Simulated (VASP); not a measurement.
# La (Pm-3m) in VASP: a series of runs, part 2 of 2

VASP 6.6.1.

## Step 3: Single point, RPBE

This run uses another cell than the first one, of 38.82 Å³/atom, 1.042 times its volume.

The input, INCAR:

```
SYSTEM = La
PREC = Accurate ; ENCUT = 520
EDIFF = 1E-6 ; ISMEAR = -1
SIGMA = 0.1 ; LREAL = .False.
LASPH = .True. ; NELM = 80
ALGO = Normal ; ISIF = 2
LWAVE = .False. ; LCHARG = .True.
GGA = RP ; LELF = .True.
LVHAR = .True. ; NBANDS = 12
```

The input, KPOINTS:

```
Automatic mesh
0
Gamma
  11 11 11
  0 0 0
```

The input, POSCAR:

```
La
1.0
    3.3858533678      0.0000000000      0.0000000000
    0.0000000000      3.3858533678      0.0000000000
    0.0000000000      0.0000000000      3.3858533678
La
1
Direct
    0.0000000000      0.0000000000      0.0000000000
```

Potentials or basis: VASP PAW PBE potentials, release 64 (La).

Run with:

```console
$ cat potpaw_PBE.64/La/POTCAR > POTCAR
$ mpirun -np 1 vasp_std > vasp.out
```

OUTCAR:

```text
SYSTEM = La
   PREC = Accurate
   ENCUT = 520
   EDIFF = 1E-6
   ISMEAR = -1
   LREAL = .False.
   LASPH = .True.
   NELM = 80
   ISIF = 2
   GGA = RP

 ion  position               nearest neighbor table
   1  0.000  0.000  0.000-

  LATTYP: Found a simple cubic cell.
 ALAT       =     3.3858533678

  Lattice vectors:

 A1 = (   3.3858533678,   0.0000000000,   0.0000000000)
 A2 = (   0.0000000000,   3.3858533678,   0.0000000000)
 A3 = (   0.0000000000,   0.0000000000,   3.3858533678)

Analysis of symmetry for initial positions (statically):
=====================================================================
 Subroutine PRICEL returns:
 Original cell was already a primitive cell.

 Routine SETGRP: Setting up the symmetry group for a
 simple cubic supercell.

 Subroutine GETGRP returns: Found 48 space group operations
 (whereof 48 operations were pure point group operations)
 out of a pool of 48 trial point group operations.

The static configuration has the point symmetry O_h .

Analysis of symmetry for dynamics (positions and initial velocities):
=====================================================================
 Subroutine PRICEL returns:
 Original cell was already a primitive cell.

 Routine SETGRP: Setting up the symmetry group for a
 simple cubic supercell.

 Subroutine GETGRP returns: Found 48 space group operations
 (whereof 48 operations were pure point group operations)
 out of a pool of 48 trial point group operations.

The dynamic configuration has the point symmetry O_h .

 Subroutine INISYM returns: Found 48 space group operations
 (whereof 48 operations are pure point group operations),
 and found     1 'primitive' translations

----------------------------------------------------------------------------------------

                                     Primitive cell

  volume of cell :      38.8154

  direct lattice vectors                    reciprocal lattice vectors
     3.385853368  0.000000000  0.000000000     0.295346517  0.000000000  0.000000000
     0.000000000  3.385853368  0.000000000     0.000000000  0.295346517  0.000000000
     0.000000000  0.000000000  3.385853368     0.000000000  0.000000000  0.295346517

  length of vectors
     3.385853368  3.385853368  3.385853368     0.295346517  0.295346517  0.295346517

  position of ions in fractional coordinates (direct lattice)
     0.000000000  0.000000000  0.000000000

  ion indices of the primitive-cell ions
   primitive index   ion index
                 1           1

----------------------------------------------------------------------------------------

 KPOINTS: Automatic mesh

Automatic generation of k-mesh.
 Grid dimensions read from file:
 generate k-points for:   11   11   11

 Generating k-lattice:

  Cartesian coordinates                     Fractional coordinates (reciprocal lattice)
     0.026849683  0.000000000  0.000000000     0.090909091  0.000000000  0.000000000
     0.000000000  0.026849683  0.000000000     0.000000000  0.090909091  0.000000000
     0.000000000  0.000000000  0.026849683     0.000000000  0.000000000  0.090909091

  Length of vectors
     0.026849683  0.026849683  0.026849683

  Shift w.r.t. Gamma in fractional coordinates (k-lattice)
     0.000000000  0.000000000  0.000000000

 Subroutine IBZKPT returns following result:
 ===========================================

 Found     56 irreducible k-points:

 Following reciprocal coordinates:
            Coordinates               Weight
  0.000000  0.000000  0.000000      1.000000
  0.090909  0.000000  0.000000      6.000000
  0.181818  0.000000  0.000000      6.000000
  0.272727  0.000000  0.000000      6.000000
  0.363636  0.000000  0.000000      6.000000
  0.454545  0.000000  0.000000      6.000000
[... 16 lines left out ...]
  0.181818  0.090909  0.090909     24.000000
  0.272727  0.090909  0.090909     24.000000
 [... further k-points ...]
   k-points           NKPTS =     56   k-points in BZ     NKDIM =     56   number of bands    NBANDS=     12
   number of dos      NEDOS =    301   number of ions     NIONS =      1
   total plane-waves  NPLWV =  21952
   dimension x,y,z NGX =    28 NGY =   28 NGZ =   28
   dimension x,y,z NGXF=    56 NGYF=   56 NGZF=   56
   ions per type =               1
   NGX,Y,Z   is equivalent  to a cutoff of  13.75, 13.75, 13.75 a.u.
   NGXF,Y,Z  is equivalent  to a cutoff of  27.50, 27.50, 27.50 a.u.
 SYSTEM =  La
   PREC   = accura    normal or accurate (medium, high low for compatibility)
   ISTART =      0    job   : 0-new  1-cont  2-samecut
   ICHARG =      2    charge: 1-file 2-atom 10-const
   ISPIN  =      1    spin polarized calculation?
   LNONCOLLINEAR =      F non collinear calculations
   LSORBIT =      F    spin-orbit coupling
   LASPH  =      T    aspherical Exc in radial PAW
   ENCUT  =  520.0 eV  38.22 Ry    6.18 a.u.   6.30  6.30  6.30*2*pi/ulx,y,z
   NELM   =     80;   NELMIN=  2; NELMDL= -5     # of ELM steps
   EDIFF  = 0.1E-05   stopping-criterion for ELM
   LREAL  =      F    real-space projection
   EDIFFG = 0.1E-04   stopping-criterion for IOM
   NSW    =      0    number of steps for IOM
   IBRION =     -1    ionic relax: 0-MD 1-quasi-New 2-CG
   NFREE  =      0    steps in history (QN), initial steepest desc. (CG)
   ISIF   =      2    stress and relaxation
   ISYM   =      2    0-nonsym 1-usesym 2-fastsym
   POTIM  = 0.5000    time-step for ionic-motion
   TEBEG  =    0.0;   TEEND  =   0.0 temperature during run
   PSTRESS=    0.0 pullay stress
   NELECT =      11.0000    total number of electrons
   NUPDOWN=      -1.0000    fix difference up-down
   EMIN   =  10.00;   EMAX   =-10.00  energy-range for DOS
   EFERMI =   0.00;   METHOD = LEGACY
   ISMEAR =    -1;   SIGMA  =   0.10  broadening in eV -4-tet -1-fermi 0-gaus
   EFERMI_NEDOS =   21; number of points for ismear=-14 and -15
   IALGO  =     38    algorithm
   IMIX   =      4    mixing-type and parameters
     AMIX     =   0.40;   BMIX     =  1.00
     AMIX_MAG =   1.60;   BMIX_MAG =  1.00
  volume/ion in A,a.u.               =      38.82       261.94
  Fermi-wavevector in a.u.,A,eV,Ry     =   1.075320  2.032059 15.732584  1.156312
  Thomas-Fermi vector in A             =   2.211173
   LORBIT       =      0    0 simple, 1 ext, 2 COOP (PROOUT), +10 PAW based schemes
   GGA     = RP    functional components
   LHFCALC =     F    Hartree Fock is set to
   AEXX    =    0.0000 exact exchange contribution
   IVDW    =     0    specifies the selected vdW correction
   LEPSILON=     F    determine dielectric tensor
   LRPA    =     F    only Hartree local field effects (RPA)
 non-spin polarized calculation
  energy-cutoff  :      520.00
  volume of cell :       38.82
 maximum number of plane-waves:      1058
 NGX is ok and might be reduce to    28
   NGX = 13   NGY = 13   NGZ = 13

 number of electron      11.0000001 magnetization

 Free energy of the ion-electron system (eV)
  ---------------------------------------------------
  ext. energy  EPLUGINS =         0.00000000
  ---------------------------------------------------
  free energy    TOTEN  =        -4.05704553 eV

  energy without entropy =       -3.98016119  energy(sigma->0) =       -4.01860336

 E-fermi :   7.3980     XC(G=0):  -9.2445

 val. band max:        7.3861873055   @ k =   0.1818   0.0909   0.0000
 cond. band min:       7.4188892997   @ k =   0.4545   0.4545   0.2727
 fundamental gap:      0.0327019942
 Fermi energy:         7.3980361027

 k-point     1 :       0.0000    0.0000    0.0000
  band No.  band energies     occupation
      1     -25.7597      2.00000
      2      -8.6203      2.00000
      3      -8.6203      2.00000
      4      -8.6203      2.00000
      5       4.5190      2.00000
      6       6.3863      1.99992
      7       6.3863      1.99992
      8       9.1595      0.00000
      9       9.1595      0.00000
     10       9.1595      0.00000
     11       9.3365      0.00000
     12       9.3365      0.00000

 k-point     2 :       0.0909    0.0000    0.0000
  band No.  band energies     occupation
      1     -25.7447      2.00000
      2      -8.7716      2.00000
      3      -8.6074      2.00000
      4      -8.6074      2.00000
      5       4.7026      2.00000
      6       6.4348      1.99987
      7       6.6205      1.99916
      8       9.1373      0.00000
      9       9.1682      0.00000
     10       9.1682      0.00000
     11       9.3015      0.00000
     12       9.3427      0.00000
[... 316 lines left out ...]
 k-point    24 :       0.2727    0.0909    0.0909
  band No.  band energies     occupation
      1     -25.6205      2.00000
      2      -9.5860      2.00000
      3      -8.6660      2.00000
      4      -8.6515      2.00000
      5       6.0131      2.00000
      6       7.1130      1.89065
      7       8.2584      0.00037
      8       8.8667      0.00000
      9       8.8760      0.00000
     10       9.1792      0.00000
     11       9.2591      0.00000
     12       9.4671      0.00000

 [... further k-points ...]
[... 5 lines left out ...]
  --------------------------------------------------------------------------------------
  -------------------------------------------------------------------------------------
  Total        0.0238683      0.0238683      0.0238683     -0.0000000      0.0000000     -0.0000000
  in kB        0.9852069      0.9852069      0.9852069     -0.0000000      0.0000000     -0.0000000
  external PRESSURE =       0.9852069 kB  Pullay stress =       0.0000000 kB

 VOLUME and BASIS-vectors are now :
 -----------------------------------------------------------------------------
  energy-cutoff  :      520.00
  volume of cell :       38.82
      direct lattice vectors                 reciprocal lattice vectors
     3.385853368  0.000000000  0.000000000     0.295346517  0.000000000  0.000000000
     0.000000000  3.385853368  0.000000000     0.000000000  0.295346517  0.000000000
     0.000000000  0.000000000  3.385853368     0.000000000  0.000000000  0.295346517

 POSITION                                       TOTAL-FORCE (eV/Angst)
 -----------------------------------------------------------------------------------
      0.00000      0.00000      0.00000         0.000000      0.000000      0.000000
 -----------------------------------------------------------------------------------
    total drift:                                0.000000      0.000000     -0.000000

  FREE ENERGIE OF THE ION-ELECTRON SYSTEM (eV)
  ---------------------------------------------------
  free  energy   TOTEN  =        -4.0570455265 eV

  energy  without entropy=       -3.9801611869  energy(sigma->0) =       -4.01860336
```

OSZICAR:

```text
N       E                     dE             d eps       ncg     rms          rms(c)
DAV:   1     0.103466404006E+03    0.10347E+03   -0.38200E+03  1344   0.114E+03
DAV:   2     0.297147565500E+01   -0.10049E+03   -0.96440E+02  1768   0.181E+02
DAV:   3    -0.359262159249E+01   -0.65641E+01   -0.62714E+01  1888   0.782E+01
DAV:   4    -0.402197033255E+01   -0.42935E+00   -0.37145E+00  2536   0.130E+01
DAV:   5    -0.404076347683E+01   -0.18793E-01   -0.18587E-01  2300   0.267E+00    0.239E+00
DAV:   6    -0.403505472847E+01    0.57087E-02   -0.22395E-02  2360   0.129E+00    0.151E+00
DAV:   7    -0.405810007974E+01   -0.23045E-01   -0.16900E-01  1764   0.313E+00    0.329E-01
DAV:   8    -0.405826755986E+01   -0.16748E-03   -0.71835E-03  2392   0.780E-01    0.280E-01
DAV:   9    -0.405711437454E+01    0.11532E-02   -0.22383E-03  2464   0.602E-01    0.675E-02
DAV:  10    -0.405712780832E+01   -0.13434E-04   -0.14761E-04  2544   0.128E-01    0.596E-02
DAV:  11    -0.405709162251E+01    0.36186E-04   -0.56699E-04  2500   0.277E-01    0.673E-02
DAV:  12    -0.405704484084E+01    0.46782E-04   -0.13533E-04  2488   0.144E-01    0.496E-03
DAV:  13    -0.405704622276E+01   -0.13819E-05   -0.49468E-06  2408   0.189E-02    0.909E-03
DAV:  14    -0.405704552654E+01    0.69622E-06   -0.11689E-06  2296   0.119E-02
   1 F= -.40570455E+01 E0= -.40186034E+01  d E =-.768843E-01
```

stdout:

```text
POSCAR found type information on POSCAR La
 POSCAR found :  1 types and       1 ions
 scaLAPACK will be used
 -----------------------------------------------------------------------------
|                                                                             |
|                                                                             |
|     You enforced a specific xc type in the INCAR file but a different       |
|     I HOPE YOU KNOW WHAT YOU ARE DOING!                                     |
|                                                                             |
 -----------------------------------------------------------------------------

 LDA part: xc-table for (Slater+PW92), standard interpolation
 POSCAR, INCAR and KPOINTS ok, starting setup
 FFT: planning ... GRIDC
 FFT: planning ... GRID_SOFT
 FFT: planning ... GRID
 WAVECAR not read
 entering main loop
```

Run time: 34 s. Hardware: 1 thread of Intel Xeon Platinum 8488C (Sapphire Rapids), shared host; peak memory 0.18 GiB.

What came out:

```
Free energy : -4.0570 eV
Pressure    : 0.1 GPa
```

Levels at points of the mesh, in eV from the Fermi level:
```
           k point  band 4  band 5  band 6  band 7  band 8  band 9
(0.00, 0.00, 0.00)  -16.02   -2.88   -1.01   -1.01    1.76    1.76
```

Caveat: the PAW data sets were made with another functional, which shifts forces and pressure a little; spin-orbit coupling is left out, which moves the levels of the heavy elements.
